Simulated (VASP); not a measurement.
Hf5S3:

```
CELL_PARAMETERS angstrom
3.43784 0.00000 0.00000
0.00000 3.43784 0.00000
0.00000 0.00000 13.61335
ATOMIC_POSITIONS crystal
Hf 0.00000 0.00000 0.87323
Hf 0.00000 0.00000 0.12677
Hf 0.00000 0.00000 0.37484
Hf 0.00000 0.00000 0.62516
Hf 0.50000 0.50000 0.00000
S 0.50000 0.50000 0.24994
S 0.50000 0.50000 0.50000
S 0.50000 0.50000 0.75006
```

The cell was generated, and may not be a known phase.

```yaml
Program: VASP 6.6.1
Task: relaxation of cell and atoms
Functional: PBE
Potentials_or_basis: VASP PAW PBE potentials, release 64 (Hf_pv, S)
Cutoff: 600 eV
k_mesh: 5 × 5 × 2
Occupations: gaussian, width 0.2 eV
Spin: no spin polarisation
```

At the start: pressure -10.2 GPa; volume 20.11 Å³/atom.

Problem. How do energy, volume and symmetry change on relaxing?

Solution. Over 14 steps the energy falls by 245.7 meV/atom and the volume is 18.03 Å³/atom (-10.4 %); space group P4/mmm (No. 123, to 0.1 Å) before and after.

Step by step:
```tsv
step	energy change (eV)	largest force (eV/Å)	pressure (GPa)	volume (Å³)
1	0.0000	1.5500	-10.21	160.89
2	-0.4395	1.7937	11.76	132.85
3	-0.7285	1.7924	1.56	142.75
4	-1.0175	1.1797	1.61	142.29
5	-1.2648	0.7357	2.73	141.16
6	-1.4402	0.9098	0.44	143.87
7	-1.5279	1.0760	-2.60	147.97
8	-1.7004	0.9716	-0.49	145.26
9	-1.7414	0.9156	1.25	143.34
10	-1.8591	0.6410	-0.08	144.45
11	-1.9278	0.4548	-1.54	146.06
12	-1.9530	0.2686	1.39	142.95
13	-1.9546	0.3103	0.80	143.55
14	-1.9655	0.0302	0.23	144.20
```

Final structure:
```xyz
8
Lattice="3.1882 0.0000 0.0000 0.0000 3.1882 0.0000 0.0000 0.0000 14.1867" Properties=species:S:1:pos:R:3 pbc="T T T"
Hf    3.1882    0.0000   11.9438
Hf    0.0000    0.0000    2.2429
Hf    0.0000    0.0000    5.4908
Hf    3.1882    0.0000    8.6959
Hf    1.5941    1.5941    0.0000
S     1.5941    1.5941    3.9524
S     1.5941    1.5941    7.0934
S     1.5941    1.5941   10.2344
```

Caveat: the k points lie up to 0.39 Å⁻¹ apart in the final cell, too coarse for converged energies and pressures of a metal.
